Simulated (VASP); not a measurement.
Runs of VASP 6.6.1 on Be2SO3. The structure is that of space group P6/mmm (No. 191), or close to it. The cells are those of the table. The cell was generated, and may not be a known phase.

```tsv
task	spin	cell	k mesh	cutoff (eV)	gap on the mesh (eV)	pressure (GPa)	moment (μB)	relaxed volume (Å³/atom)
relaxation of cell and atoms	off	relaxed from a = 4.135, b = 4.135, c = 4.355 Å, angles 90.0, 90.0, 120.0°, 6 atoms	6 × 6 × 4	600	none	-0.2	-	11.93
single point	off	a = 5.147, b = 5.147, c = 3.191 Å, angles 90.0, 90.0, 120.0°, 6 atoms	6 × 6 × 6	520	none	(b)	-	-
relaxation of cell and atoms	off	relaxed from a = 5.145, b = 5.145, c = 3.128 Å, angles 90.0, 90.0, 120.0°, 6 atoms	6 × 6 × 6	600	none	0.1	-	(a)
single point	collinear, ferromagnetic start	a = 4.135, b = 4.135, c = 4.355 Å, angles 90.0, 90.0, 120.0°, 6 atoms	6 × 6 × 4	520	0.03	125.5	0.00	-
single point	collinear, ferromagnetic start	a = 5.147, b = 5.147, c = 3.191 Å, angles 90.0, 90.0, 120.0°, 6 atoms	6 × 6 × 6	520	none	0.1	0.57	-
single point	off	a = 4.135, b = 4.135, c = 4.355 Å, angles 90.0, 90.0, 120.0°, 6 atoms	6 × 6 × 4	520	0.03	125.5	-	-
single point	off	a = 5.145, b = 5.145, c = 3.128 Å, angles 90.0, 90.0, 120.0°, 6 atoms	6 × 6 × 4	520	none	-0.2	-	-
```

Alike in all rows: level PBE; potentials or basis VASP PAW PBE potentials, release 64 (Be, S, O); smearing gaussian 0.1 eV.

**Question.** Estimate the missing entries.

**Answer.** (a) 12.06; (b) 0.0.

Caveats: some runs use coarse meshes; this functional lacks dispersion, which binds layers or chains, so the pressure and a relaxed spacing across them are unreliable; the stress differs along the axes, from -0 to 188 GPa (at least some runs); the smearing spreads over this small gap (at least some runs); a cell axis changed by over 15 % at a fixed basis, so the end point is rough (at least some runs); a moment this small can come from the mesh or the smearing (at least some runs).

A k mesh can miss the band edges.

A gap of «none» marks levels without a gap at the run's occupations.
